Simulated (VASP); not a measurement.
Here is a VASP 6.6.1 calculation.

POSCAR

```
BaZrO3
1.0
    4.3315155616      0.0000000000      0.0000000000
    0.0000000000      4.3315155616      0.0000000000
    0.0000000000      0.0000000000      4.3315155616
Ba Zr O
1 1 3
Direct
    0.0000000000      0.0000000000      0.0000000000
    0.5000000000      0.5000000000      0.5000000000
    0.5000000000      0.5000000000      0.0000000000
    0.5000000000      0.0000000000      0.5000000000
    0.0000000000      0.5000000000      0.5000000000
```

INCAR.step1

```
  ALGO = Normal
  EDIFF = 1E-5
  ENCUT = 520
  GGA = PE
  ISIF = 2
  ISMEAR = 0
  LASPH = True
  LREAL = False
  LWAVE = True
  NBANDS = 28
  NELM = 100
  PREC = Accurate
  SIGMA = 0.01
```

Contents of INCAR.step2:

```
  ALGO = Normal
  EDIFF = 1E-7
  ENCUT = 520
  GGA = PE
  HFSCREEN = 0.2079
  ISIF = 2
  ISMEAR = 0
  ISTART = 1
  LASPH = True
  LCHARG = True
  LELF = True
  LHFCALC = True
  LREAL = False
  LVHAR = True
  LWAVE = False
  NBANDS = 28
  NELM = 100
  PREC = Accurate
  PRECFOCK = Fast
  SIGMA = 0.01
```

Contents of KPOINTS:

```
k-points
0
Gamma
  4 4 4
```

Potentials or basis: VASP PAW PBE potentials, release 64 (Ba_sv, Zr_sv, O).

Run with:

```sh
$ cat potpaw_PBE.64/Ba_sv/POTCAR potpaw_PBE.64/Zr_sv/POTCAR potpaw_PBE.64/O/POTCAR > POTCAR
$ cp INCAR.step1 INCAR
$ mpirun -np 1 vasp_std > vasp.out
$ cp INCAR.step2 INCAR
$ mpirun -np 1 vasp_std > vasp.out
```

Question: What does it give for the pressure?

Answer: -12.4 GPa.

Question: Predict the band gap on the k mesh.

Answer: 4.40 eV (least direct gap 4.76 eV).

Caveat: the cell differs from its parent crystal (strain +3.0%); the cell stands under tension; the PAW data sets were made with another functional, which shifts forces and pressure a little; spin-orbit coupling is left out, which moves the levels of the heavy elements. A k mesh can miss the band edges.
